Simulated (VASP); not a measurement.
Input of a VASP 6.6.1 run:

Contents of INCAR:

```
PREC = Accurate
ENCUT = 520
EDIFF = 1E-7
ISMEAR = 0
SIGMA = 0.15
LREAL = False
LASPH = True
NELM = 60
ALGO = Normal
ISIF = 2
LWAVE = False
LCHARG = True
GGA = PE
LELF = True
LVHAR = True
NBANDS = 45
```

File KPOINTS:

```
Automatic mesh
0
Gamma
  2 2 3
```

POSCAR

```
Zr3PdSe4
1.0
    7.1627893102      0.0000000000      0.0000000000
   -3.5813946551      6.2031575046      0.0000000000
    0.0000000000      0.0000000000      3.6588650353
Zr Pd Se
3 1 4
Direct
    0.0220256975      0.5110128487      0.0000000000
    0.4889871513     -0.0220256975      0.0000000000
    0.4889871513      0.5110128487      0.0000000000
    0.0000000000      0.0000000000      0.0000000000
    0.1647913728      0.8352086272      0.5000000000
    0.1647913728      0.3295827455      0.5000000000
    0.6666666667      0.3333333333      0.5000000000
    0.6704172545      0.8352086272      0.5000000000
```

Potentials or basis: VASP PAW PBE potentials, release 64 (Zr_sv, Pd, Se).

Launch:

```bash
$ cat potpaw_PBE.64/Zr_sv/POTCAR potpaw_PBE.64/Pd/POTCAR potpaw_PBE.64/Se/POTCAR > POTCAR
$ mpirun -np 1 vasp_std > vasp.out
```

Q: What does it give for the largest force?

A: 0.071 eV/Å.

Q: Estimate the band gap on the k mesh.

A: Zero (bands 35 and 36 overlap by 0.45 eV).

Forces in eV/Å, atoms in the order of the input:
```
Zr   0.061  0.036  0.000
Zr   0.000 -0.071  0.000
Zr  -0.061  0.036  0.000
Pd   0.000  0.000  0.000
Se   0.051 -0.030  0.000
Se   0.000  0.059  0.000
Se   0.000  0.000  0.000
Se  -0.051 -0.030  0.000
```

Caveat: the k points lie up to 0.57 Å⁻¹ apart.
